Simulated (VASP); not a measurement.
# Os (P6_3/mmc) in VASP: further runs, part 2 of 3

VASP 6.6.1. Earlier steps stand in the parts before.

## 3. Single point, RPBE

This run uses another cell than the first one, of 14.43 Å³/atom.

File INCAR:

```
PREC = Accurate
ENCUT = 520
EDIFF = 1E-7
ISMEAR = -1
SIGMA = 0.05
LREAL = False
LASPH = True
NELM = 100
ALGO = Normal
ISIF = 2
LWAVE = False
LCHARG = False
GGA = RP
NBANDS = 15
```

File KPOINTS:

```
Automatic mesh
0
Gamma
  11 11 6
```

File POSCAR:

```
Os
1.0
    2.7632937587      0.0000000000      0.0000000000
   -1.3816468794      2.3930825932      0.0000000000
    0.0000000000      0.0000000000      4.3635720443
Os
2
Direct
    0.6666666667      0.3333333333      0.7500000000
    0.3333333333      0.6666666667      0.2500000000
```

Potentials or basis: VASP PAW PBE potentials, release 64 (Os).

On the command line:

```sh
$ cat potpaw_PBE.64/Os/POTCAR > POTCAR
$ mpirun -np 1 vasp_std > vasp.out
```

OUTCAR:

```text
PREC = Accurate
   ENCUT = 520
   EDIFF = 1E-7
   ISMEAR = -1
   LREAL = False
   LASPH = True
   NELM = 100
   ISIF = 2
   GGA = RP

 ion  position               nearest neighbor table
   1  0.667  0.333  0.750-   2 2.70   2 2.70   2 2.70   2 2.70   2 2.70   2 2.70
   2  0.333  0.667  0.250-   1 2.70   1 2.70   1 2.70   1 2.70   1 2.70   1 2.70

  LATTYP: Found a hexagonal cell.
 ALAT       =     2.7632937587
 C/A-ratio  =     1.5791198567

  Lattice vectors:

 A1 = (   2.7632937587,   0.0000000000,   0.0000000000)
 A2 = (  -1.3816468794,   2.3930825932,   0.0000000000)
 A3 = (   0.0000000000,   0.0000000000,   4.3635720443)

Analysis of symmetry for initial positions (statically):
=====================================================================
 Subroutine PRICEL returns:
 Original cell was already a primitive cell.

 Routine SETGRP: Setting up the symmetry group for a
 hexagonal supercell.

 Subroutine GETGRP returns: Found 24 space group operations
 (whereof 12 operations were pure point group operations)
 out of a pool of 24 trial point group operations.

The static configuration has the point symmetry D_3d.
 The point group associated with its full space group is D_6h.

Analysis of symmetry for dynamics (positions and initial velocities):
=====================================================================
 Subroutine PRICEL returns:
 Original cell was already a primitive cell.

 Routine SETGRP: Setting up the symmetry group for a
 hexagonal supercell.

 Subroutine GETGRP returns: Found 24 space group operations
 (whereof 12 operations were pure point group operations)
 out of a pool of 24 trial point group operations.

The dynamic configuration has the point symmetry D_3d.
 The point group associated with its full space group is D_6h.

 Subroutine INISYM returns: Found 24 space group operations
 (whereof 12 operations are pure point group operations),
 and found     1 'primitive' translations

----------------------------------------------------------------------------------------

                                     Primitive cell

  volume of cell :      28.8554

  direct lattice vectors                    reciprocal lattice vectors
     2.763293759  0.000000000  0.000000000     0.361886968  0.208935538  0.000000000
    -1.381646879  2.393082593  0.000000000     0.000000000  0.417871077  0.000000000
     0.000000000  0.000000000  4.363572044     0.000000000  0.000000000  0.229170045

  length of vectors
     2.763293759  2.763293759  4.363572044     0.417871077  0.417871077  0.229170045

  position of ions in fractional coordinates (direct lattice)
     0.666666667  0.333333333  0.750000000
     0.333333333  0.666666667  0.250000000

  ion indices of the primitive-cell ions
   primitive index   ion index
                 1           1
                 2           2

----------------------------------------------------------------------------------------

 KPOINTS: Automatic mesh

Automatic generation of k-mesh.
 Grid dimensions read from file:
 generate k-points for:   11   11    6

 Generating k-lattice:

  Cartesian coordinates                     Fractional coordinates (reciprocal lattice)
     0.032898815  0.018994140  0.000000000     0.090909091  0.000000000  0.000000000
     0.000000000  0.037988280  0.000000000     0.000000000  0.090909091  0.000000000
[... 42 lines left out ...]
   total plane-waves  NPLWV =  18432
   dimension x,y,z NGX =    24 NGY =   24 NGZ =   32
   dimension x,y,z NGXF=    48 NGYF=   48 NGZF=   64
   ions per type =               2
   NGX,Y,Z   is equivalent  to a cutoff of  14.44, 14.44, 12.19 a.u.
   NGXF,Y,Z  is equivalent  to a cutoff of  28.88, 28.88, 24.38 a.u.
 SYSTEM =  unknown system
   PREC   = accura    normal or accurate (medium, high low for compatibility)
   ISTART =      0    job   : 0-new  1-cont  2-samecut
   ICHARG =      2    charge: 1-file 2-atom 10-const
   ISPIN  =      1    spin polarized calculation?
   LNONCOLLINEAR =      F non collinear calculations
   LSORBIT =      F    spin-orbit coupling
   LASPH  =      T    aspherical Exc in radial PAW
   ENCUT  =  520.0 eV  38.22 Ry    6.18 a.u.   5.14  5.14  8.11*2*pi/ulx,y,z
   NELM   =    100;   NELMIN=  2; NELMDL= -5     # of ELM steps
   EDIFF  = 0.1E-06   stopping-criterion for ELM
   LREAL  =      F    real-space projection
   EDIFFG = 0.1E-05   stopping-criterion for IOM
   NSW    =      0    number of steps for IOM
   IBRION =     -1    ionic relax: 0-MD 1-quasi-New 2-CG
   NFREE  =      0    steps in history (QN), initial steepest desc. (CG)
   ISIF   =      2    stress and relaxation
   ISYM   =      2    0-nonsym 1-usesym 2-fastsym
   POTIM  = 0.5000    time-step for ionic-motion
   TEBEG  =    0.0;   TEEND  =   0.0 temperature during run
   PSTRESS=    0.0 pullay stress
   NELECT =      16.0000    total number of electrons
   NUPDOWN=      -1.0000    fix difference up-down
   EMIN   =  10.00;   EMAX   =-10.00  energy-range for DOS
   EFERMI =   0.00;   METHOD = LEGACY
   ISMEAR =    -1;   SIGMA  =   0.05  broadening in eV -4-tet -1-fermi 0-gaus
   EFERMI_NEDOS =   21; number of points for ismear=-14 and -15
   IALGO  =     38    algorithm
   IMIX   =      4    mixing-type and parameters
     AMIX     =   0.40;   BMIX     =  1.00
     AMIX_MAG =   1.60;   BMIX_MAG =  1.00
  volume/ion in A,a.u.               =      14.43        97.36
  Fermi-wavevector in a.u.,A,eV,Ry     =   1.344949  2.541585 24.611418  1.808888
  Thomas-Fermi vector in A             =   2.472902
   LORBIT       =      0    0 simple, 1 ext, 2 COOP (PROOUT), +10 PAW based schemes
   GGA     = RP    functional components
   LHFCALC =     F    Hartree Fock is set to
   AEXX    =    0.0000 exact exchange contribution
   IVDW    =     0    specifies the selected vdW correction
   LEPSILON=     F    determine dielectric tensor
   LRPA    =     F    only Hartree local field effects (RPA)
 non-spin polarized calculation
  energy-cutoff  :      520.00
  volume of cell :       28.86
 maximum number of plane-waves:       796
 NGX is ok and might be reduce to    24
   NGX = 11   NGY = 11   NGZ = 17

 number of electron      15.9999999 magnetization

 Free energy of the ion-electron system (eV)
  ---------------------------------------------------
  ext. energy  EPLUGINS =         0.00000000
  ---------------------------------------------------
  free energy    TOTEN  =       -21.19455190 eV

  energy without entropy =      -21.18064870  energy(sigma->0) =      -21.18760030

 E-fermi :   9.0320     XC(G=0): -13.8494

 val. band max:        9.0060772210   @ k =   0.3636   0.0000   0.3333
 cond. band min:       9.0889898353   @ k =   0.3636   0.0909   0.3333
 fundamental gap:      0.0829126143
 Fermi energy:         9.0320370384

 k-point     1 :       0.0000    0.0000    0.0000
  band No.  band energies     occupation
      1      -1.5719      2.00000
      2       1.5870      2.00000
      3       6.1674      2.00000
      4       6.1674      2.00000
      5       6.4101      2.00000
      6       6.9672      2.00000
      7       6.9672      2.00000
      8       7.5773      2.00000
      9       7.5773      2.00000
     10       9.1028      0.39098
     11      10.6823      0.00000
     12      10.6823      0.00000
     13      17.8092      0.00000
     14      23.0873      0.00000
[... 401 lines left out ...]
      2       3.1368      2.00000
      3       4.4986      2.00000
      4       4.7211      2.00000
      5       5.9294      2.00000
      6       6.5142      2.00000
      7       7.0562      2.00000
      8       7.9774      2.00000
      9       8.5567      1.99985
     10       8.9154      1.82295
     11      11.0906      0.00000
     12      14.3875      0.00000
     13      19.3098      0.00000
     14      23.8027      0.00000
     15      24.9400      0.00000

 [... further k-points ...]

------------------------ aborting loop because EDIFF is reached ----------------------------------------

  FORCE on cell =-STRESS in cart. coord.  units (eV):
  Direction    XX          YY          ZZ          XY          YZ          ZX
  --------------------------------------------------------------------------------------
  -------------------------------------------------------------------------------------
  Total       -0.0673415     -0.0673415     -0.0986543      0.0000000     -0.0000000     -0.0000000
  in kB       -3.7390943     -3.7390943     -5.4777180      0.0000000     -0.0000000     -0.0000000
  external PRESSURE =      -4.3186355 kB  Pullay stress =       0.0000000 kB

 VOLUME and BASIS-vectors are now :
 -----------------------------------------------------------------------------
  energy-cutoff  :      520.00
  volume of cell :       28.86
      direct lattice vectors                 reciprocal lattice vectors
     2.763293759  0.000000000  0.000000000     0.361886968  0.208935538  0.000000000
    -1.381646879  2.393082593  0.000000000     0.000000000  0.417871077  0.000000000
     0.000000000  0.000000000  4.363572044     0.000000000  0.000000000  0.229170045

 POSITION                                       TOTAL-FORCE (eV/Angst)
 -----------------------------------------------------------------------------------
      1.38165      0.79769      3.27268         0.000000     -0.000000      0.000000
     -0.00000      1.59539      1.09089        -0.000000      0.000000      0.000000
 -----------------------------------------------------------------------------------
    total drift:                                0.000000     -0.000000     -0.000000

  FREE ENERGIE OF THE ION-ELECTRON SYSTEM (eV)
  ---------------------------------------------------
  free  energy   TOTEN  =       -21.1945519018 eV

  energy  without entropy=      -21.1806486996  energy(sigma->0) =      -21.18760030
```

stdout:

```text
POSCAR found type information on POSCAR Os
 POSCAR found :  1 types and       2 ions
 scaLAPACK will be used
 -----------------------------------------------------------------------------
|                                                                             |
|                                                                             |
|     You enforced a specific xc type in the INCAR file but a different       |
|     I HOPE YOU KNOW WHAT YOU ARE DOING!                                     |
|                                                                             |
 -----------------------------------------------------------------------------

 LDA part: xc-table for (Slater+PW92), standard interpolation
 POSCAR, INCAR and KPOINTS ok, starting setup
 FFT: planning ... GRIDC
 FFT: planning ... GRID_SOFT
 FFT: planning ... GRID
 WAVECAR not read
 entering main loop
```

Wall time 38 s (1 thread of Intel Xeon 8259CL, shared host); peak memory 0.16 GiB.

Results:

```yaml
Free_energy: -21.1946 eV
Pressure: -0.4 GPa
Band_gap_on_the_k_mesh: zero (bands 8 and 9 overlap by 3.70 eV)
```

Levels at points of the mesh, in eV from the Fermi level:
```
           k point  band 5  band 6  band 7  band 8  band 9  band 10  band 11  band 12
(0.00, 0.00, 0.00)   -2.62   -2.06   -2.06   -1.45   -1.45     0.07     1.65     1.65
(0.00, 0.00, 0.50)   -3.06   -3.06   -3.06   -3.06    0.89     0.89     0.89     0.89
```

Caveat: the PAW data sets were made with another functional, which shifts forces and pressure a little; spin-orbit coupling is left out, which moves the levels of the heavy elements.

[end of part 2 of 3]

The gap in the log of VASP goes by the Fermi energy; the results here count the filled bands.